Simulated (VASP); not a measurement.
HgPd, 2 atoms in the cell. Symmetry: P4/mmm, No. 123, tetragonal system. Conventional cell: a = 3.024 Å, b = 3.024 Å, c = 3.710 Å, α = 90.00°, β = 90.00°, γ = 90.00°. Hg (site symmetry 4/mmm) has 8 Pd at 2.83 Å and 4 Hg at 3.02 Å within 3.7 Å. Pd (site symmetry 4/mmm) has 8 Hg at 2.83 Å and 4 Pd at 3.02 Å within 3.7 Å. 

* Program: VASP 6.6.1
* Task: electric field gradients
* Functional: PBEsol
* Potentials or basis: VASP PAW PBE potentials, release 64 (Hg, Pd)
* Cutoff: 520 eV
* k mesh: 14 × 14 × 12
* Occupations: fermi-dirac, width 0.15 eV
* Spin: no spin polarisation
* Dipole correction: no
* Further INCAR settings: ALGO = Fast; EDIFF = 1e-08; NBANDS = 18

Potentials or basis: VASP PAW PBE potentials, release 64 (Hg, Pd).

Launch:

```console
$ cat potpaw_PBE.64/Hg/POTCAR potpaw_PBE.64/Pd/POTCAR > POTCAR
$ mpirun -np 1 vasp_std > vasp.out
```

Hardware: 1 thread of Intel(R) Xeon(R) 6975P-C (Granite Rapids) (shared host).

Question: How long does it take, and how much memory?

Answer: Wall time 54 s on 1 thread of Intel(R) Xeon(R) 6975P-C (Granite Rapids), on a shared host, peak memory 0.27 GiB. Counts: scf iterations 16, k points 252.
